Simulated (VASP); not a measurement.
# H (P6_3/mmc) in VASP: notebook, part 2 of 2

VASP 6.6.1.

## Step 4: Single point, PBE, collinear spin, ferromagnetic start (volume 53.770 Å^3 an atom, c/a of the conventional cell 0.6262)

The input, INCAR:

```
SYSTEM = H
PREC     = Accurate       ! precision mode
ENCUT    = 520            ! plane-wave cutoff, eV
EDIFF    = 1E-7           ! SCF threshold, eV
ISMEAR   = 0              ! smearing method
SIGMA    = 0.05           ! smearing width, eV
LREAL    = .False.        ! projectors in reciprocal space
LASPH    = .True.         ! aspherical terms in the spheres
NELM     = 150            ! most SCF steps
ALGO     = Normal         ! electronic algorithm
ISIF     = 2              ! what is computed and relaxed
LWAVE    = .False.        ! write WAVECAR
LCHARG   = .False.        ! write CHGCAR
ISPIN    = 2              ! spin polarisation
MAGMOM   = 1.05 1.05      ! initial moments
LORBIT   = 11             ! projections on sites
GGA      = PE             ! functional
NBANDS   = 12             ! bands
```

The input, KPOINTS:

```
Automatic mesh
0
Gamma
  6 6 6
  0 0 0
```

The input, POSCAR:

```
H
1.0
    5.8314350885      0.0000000000      0.0000000000
   -2.9157175442      5.0501709271      0.0000000000
    0.0000000000      0.0000000000      3.6516446524
H
2
Direct
    0.3333333333      0.6666666667      0.2500000000
    0.6666666667      0.3333333333      0.7500000000
```

Potentials or basis: VASP PAW PBE potentials, release 64 (H).

Command:

```sh
> cat potpaw_PBE.64/H/POTCAR > POTCAR
> mpirun -np 1 vasp_std > vasp.out
```

OUTCAR:

```text
SYSTEM = H
   PREC = Accurate
   ENCUT = 520
   EDIFF = 1E-7
   ISMEAR = 0
   LREAL = .False.
   LASPH = .True.
   NELM = 150
   ISIF = 2
   ISPIN = 2
   LORBIT = 11
   GGA = PE

 ion  position               nearest neighbor table
   1  0.333  0.667  0.250-
   2  0.667  0.333  0.750-

  LATTYP: Found a hexagonal cell.
 ALAT       =     5.8314350885
 C/A-ratio  =     0.6262000000

  Lattice vectors:

 A1 = (   5.8314350885,   0.0000000000,   0.0000000000)
 A2 = (  -2.9157175442,   5.0501709271,   0.0000000000)
 A3 = (   0.0000000000,   0.0000000000,   3.6516446524)

Analysis of symmetry for initial positions (statically):
=====================================================================
 Subroutine PRICEL returns:
 Original cell was already a primitive cell.

 Routine SETGRP: Setting up the symmetry group for a
 hexagonal supercell.

 Subroutine GETGRP returns: Found 24 space group operations
 (whereof 12 operations were pure point group operations)
 out of a pool of 24 trial point group operations.

The static configuration has the point symmetry D_3d.
 The point group associated with its full space group is D_6h.

Analysis of symmetry for dynamics (positions and initial velocities):
=====================================================================
 Subroutine PRICEL returns:
 Original cell was already a primitive cell.

 Routine SETGRP: Setting up the symmetry group for a
 hexagonal supercell.

 Subroutine GETGRP returns: Found 24 space group operations
 (whereof 12 operations were pure point group operations)
 out of a pool of 24 trial point group operations.

The dynamic configuration has the point symmetry D_3d.
 The point group associated with its full space group is D_6h.

Analysis of structural, dynamic, and magnetic symmetry:
=====================================================================
 Subroutine PRICEL returns:
 Original cell was already a primitive cell.

 Routine SETGRP: Setting up the symmetry group for a
 hexagonal supercell.
[... 169 lines left out ...]
      4       2.4347      0.00000
      5       2.4347      0.00000
      6       3.3994      0.00000
      7       3.3994      0.00000
      8       6.7124      0.00000
      9       7.1602      0.00000
     10       7.2297      0.00000
     11      10.5714      0.00000
     12      11.9991      0.00000
[... 333 lines left out ...]
      1      -6.9064      1.00000
      2      -6.9064      1.00000
      3       1.3887      0.00000
      4       1.3887      0.00000
      5       3.8111      0.00000
      6       3.8111      0.00000
      7       4.2802      0.00000
      8       4.2802      0.00000
      9       6.5475      0.00000
     10       6.5475      0.00000
     11       8.5114      0.00000
     12       8.5114      0.00000

 [... further k-points ...]

 spin component 2

 k-point     1 :       0.0000    0.0000    0.0000
  band No.  band energies     occupation
      1       2.7427      0.00000
      2       7.7140      0.00000
      3       7.7140      0.00000
      4       9.6846      0.00000
      5       9.9594      0.00000
      6       9.9595      0.00000
      7      12.4742      0.00000
      8      13.9506      0.00000
      9      14.6043      0.00000
     10      18.9067      0.00000
     11      19.0633      0.00000
     12      19.0633      0.00000
[... 333 lines left out ...]
      1       5.9050      0.00000
      2       5.9050      0.00000
      3       8.7875      0.00000
      4       8.7875      0.00000
      5      10.0020      0.00000
      6      10.0020      0.00000
      7      12.1466      0.00000
      8      12.1466      0.00000
      9      14.5429      0.00000
     10      14.5429      0.00000
     11      15.0936      0.00000
     12      15.0936      0.00000

 [... further k-points ...]
[... 5 lines left out ...]
  --------------------------------------------------------------------------------------
  -------------------------------------------------------------------------------------
  Total        0.0138463      0.0138463      0.0541285      0.0000000      0.0000000     -0.0000000
  in kB        0.2062877      0.2062877      0.8064297      0.0000000      0.0000000     -0.0000000
  external PRESSURE =       0.4063351 kB  Pullay stress =       0.0000000 kB

 VOLUME and BASIS-vectors are now :
 -----------------------------------------------------------------------------
  energy-cutoff  :      520.00
  volume of cell :      107.54
      direct lattice vectors                 reciprocal lattice vectors
     5.831435089  0.000000000  0.000000000     0.171484375  0.099006550  0.000000000
    -2.915717544  5.050170927  0.000000000     0.000000000  0.198013100  0.000000000
     0.000000000  0.000000000  3.651644652     0.000000000  0.000000000  0.273849209

 POSITION                                       TOTAL-FORCE (eV/Angst)
 -----------------------------------------------------------------------------------
     -0.00000      3.36678      0.91291         0.000000     -0.000000      0.000000
      2.91572      1.68339      2.73873         0.000000      0.000000      0.000000
 -----------------------------------------------------------------------------------
    total drift:                               -0.000000      0.000000     -0.000000

  FREE ENERGIE OF THE ION-ELECTRON SYSTEM (eV)
  ---------------------------------------------------
  free  energy   TOTEN  =        -2.2344520805 eV

  energy  without entropy=       -2.2344520805  energy(sigma->0) =       -2.23445208

 total charge

# of ion       s       p       d       tot
------------------------------------------
    1        0.381   0.000   0.000   0.381
    2        0.381   0.000   0.000   0.381
--------------------------------------------------
tot          0.761   0.000   0.000   0.761

 magnetization (x)

# of ion       s       p       d       tot
------------------------------------------
    1        0.381   0.000   0.000   0.381
    2        0.381   0.000   0.000   0.381
--------------------------------------------------
tot          0.761   0.000   0.000   0.761
```

stdout:

```text
POSCAR found type information on POSCAR H
 POSCAR found :  1 types and       2 ions
 scaLAPACK will be used
 LDA part: xc-table for (Slater+PW92), standard interpolation
 POSCAR, INCAR and KPOINTS ok, starting setup
 FFT: planning ... GRIDC
 FFT: planning ... GRID_SOFT
 FFT: planning ... GRID
 WAVECAR not read
 entering main loop
```

Wall time 36 s (1 thread of Intel Xeon 6975P-C (Granite Rapids), shared host); peak memory 0.29 GiB.

Results:

```
Free energy                                           : -2.2345 eV
Pressure                                              : 0.0 GPa
Band gap on the k mesh                                : 6.63 eV, indirect (least direct gap 7.18 eV)
Net moment                                            : 2.00 μB per cell
Site moments                                          : H +0.38 μB
Valence electrons inside the program's atomic spheres : H 0.38
```

Levels at points of the mesh, in eV from the valence-band top:
Spin up:
```csv
k point,band 1,band 2,band 3,band 4,band 5
"(0.00, 0.00, 0.00)",-1.01,-0.08,7.79,9.21,9.21
"(0.50, 0.00, 0.00)",-0.70,-0.40,6.87,8.19,9.23
"(0.00, 0.00, 0.50)",-0.15,-0.15,8.27,8.27,11.74
"(0.50, 0.00, 0.50)",-0.12,-0.12,8.14,8.14,10.29
```
Spin down:
```csv
k point,band 1,band 2,band 3,band 4
"(0.00, 0.00, 0.00)",9.52,14.49,14.49,16.46
"(0.50, 0.00, 0.00)",10.04,12.40,13.85,15.93
"(0.00, 0.00, 0.50)",12.32,12.32,17.29,17.29
"(0.50, 0.00, 0.50)",12.85,12.85,15.14,15.14
```

## Step 5: Single point, PBE, collinear spin, ferromagnetic start (volume 53.770 Å^3 an atom, c/a of the conventional cell 0.7982)

The input, INCAR:

```
SYSTEM = H
ALGO = Normal
EDIFF = 1E-6
ENCUT = 520
GGA = PE
ISIF = 2
ISMEAR = 0
ISPIN = 2
LASPH = .TRUE.
LCHARG = .FALSE.
LORBIT = 11
LREAL = .FALSE.
LWAVE = .FALSE.
MAGMOM = 1.05 1.05
NBANDS = 12
NELM = 150
PREC = Accurate
SIGMA = 0.05
```

The input, KPOINTS:

```
k-points
0
G
  6 6 6
  0 0 0
```

The input, POSCAR:

```
H
1.0
    5.3782694812      0.0000000000      0.0000000000
   -2.6891347406      4.6577179991      0.0000000000
    0.0000000000      0.0000000000      4.2929346999
H
2
Direct
    0.3333333333      0.6666666667      0.2500000000
    0.6666666667      0.3333333333      0.7500000000
```

Command:

```sh
> cat potpaw_PBE.64/H/POTCAR > POTCAR
> mpirun -np 1 vasp_std > vasp.out
```

Run time: 28 s. Hardware: 1 thread of Intel Xeon 6975P-C (Granite Rapids), shared host; peak memory 0.26 GiB.

It converged, with:

* Free energy: -2.2373 eV
* Pressure: 0.0 GPa
* Band gap on the k mesh: 6.77 eV, indirect (least direct gap 7.25 eV)
* Net moment: 2.00 μB per cell
* Site moments: H +0.38 μB
* Valence electrons inside the program's atomic spheres: H 0.38

Levels at points of the mesh, in eV from the valence-band top:
Spin up:
```csv
k point,band 1,band 2,band 3,band 4,band 5,band 6,band 7
"(0.00, 0.00, 0.00)",-1.05,0.00,7.85,9.96,9.96,10.95,10.95
"(0.50, 0.00, 0.00)",-0.67,-0.34,6.95,8.72,9.18,11.60,12.37
"(0.00, 0.00, 0.50)",-0.41,-0.41,7.97,7.97,11.69,11.69,11.69
"(0.50, 0.00, 0.50)",-0.35,-0.35,7.69,7.69,9.99,9.99,10.69
```
Spin down:
| k point | band 1 | band 2 | band 3 | band 4 |
| --- | --- | --- | --- | --- |
| (0.00, 0.00, 0.00) | 9.66 | 15.67 | 15.67 | 16.93 |
| (0.50, 0.00, 0.00) | 10.46 | 12.59 | 14.77 | 16.12 |
| (0.00, 0.00, 0.50) | 11.67 | 11.67 | 17.67 | 17.67 |
| (0.50, 0.00, 0.50) | 12.49 | 12.49 | 14.50 | 14.50 |

 A k mesh can miss the band edges.

## Step 6: Single point, PBE, collinear spin, ferromagnetic start (volume 53.770 Å^3 an atom, c/a of the conventional cell 0.6654)

The input, INCAR:

```
  PREC = Accurate
  ENCUT = 520
  EDIFF = 1E-6
  ISMEAR = 0
  SIGMA = 0.05
  LREAL = F
  LASPH = T
  NELM = 150
  ALGO = Normal
  ISIF = 2
  LWAVE = F
  LCHARG = F
  ISPIN = 2
  MAGMOM = 1.05 1.05
  LORBIT = 11
  GGA = PE
  NBANDS = 12
```

The input, KPOINTS:

```
Automatic mesh
0
Gamma
  6 6 6
```

The input, POSCAR:

```
H
1.0
    5.7145960233      0.0000000000      0.0000000000
   -2.8572980117      4.9489853286      0.0000000000
    0.0000000000      0.0000000000      3.8024921939
H
2
Direct
    0.3333333333      0.6666666667      0.2500000000
    0.6666666667      0.3333333333      0.7500000000
```

Potentials or basis: VASP PAW PBE potentials, release 64 (H).

Command:

```sh
> cat potpaw_PBE.64/H/POTCAR > POTCAR
> mpirun -np 1 vasp_std > vasp.out
```

It took 37 s on 1 thread of Intel Xeon 6975P-C (Granite Rapids), shared host; peak memory 0.29 GiB.

The run converged. Its results:

- Free energy: -2.2357 eV
- Pressure: 0.0 GPa
- Band gap on the k mesh: 6.68 eV, indirect (least direct gap 7.19 eV)
- Net moment: 2.00 μB per cell
- Site moments: H +0.38 μB
- Valence electrons inside the program's atomic spheres: H 0.38

Levels at points of the mesh, in eV from the valence-band top:
Spin up:
```csv
k point,band 1,band 2,band 3,band 4,band 5
"(0.00, 0.00, 0.00)",-0.99,-0.02,7.84,9.41,9.41
"(0.50, 0.00, 0.00)",-0.66,-0.35,6.92,8.33,9.27
"(0.00, 0.00, 0.50)",-0.20,-0.20,8.20,8.20,11.71
"(0.50, 0.00, 0.50)",-0.17,-0.17,8.03,8.03,10.20
```
Spin down:
```
           k point  band 1  band 2  band 3
(0.00, 0.00, 0.00)    9.58   14.78   14.78
(0.50, 0.00, 0.00)   10.15   12.50   14.09
(0.00, 0.00, 0.50)   12.16   12.16   17.36
(0.50, 0.00, 0.50)   12.74   12.74   15.00
```

 A k mesh can miss the band edges.

## Step 7: Overview

```csv
cell,gap on the mesh (eV),pressure (GPa),moment (μB)
"a = 5.600, b = 5.600, c = 3.959 Å, angles 90.0, 90.0, 120.0°, 2 atoms",6.71,0.0,2.00
"a = 5.165, b = 5.165, c = 4.654 Å, angles 90.0, 90.0, 120.0°, 2 atoms",6.90,0.0,2.00
"a = 5.831, b = 5.831, c = 3.652 Å, angles 90.0, 90.0, 120.0°, 2 atoms",6.63,0.0,2.00
"a = 5.378, b = 5.378, c = 4.293 Å, angles 90.0, 90.0, 120.0°, 2 atoms",6.77,0.0,2.00
"a = 5.715, b = 5.715, c = 3.802 Å, angles 90.0, 90.0, 120.0°, 2 atoms",6.68,0.0,2.00
```

Alike in all rows: task single point; level PBE; potentials or basis VASP PAW PBE potentials, release 64 (H); spin collinear, ferromagnetic start; k mesh 6 × 6 × 6; cutoff (eV) 520; smearing gaussian 0.05 eV.

Absolute energies hang on the potentials; compare differences alone.
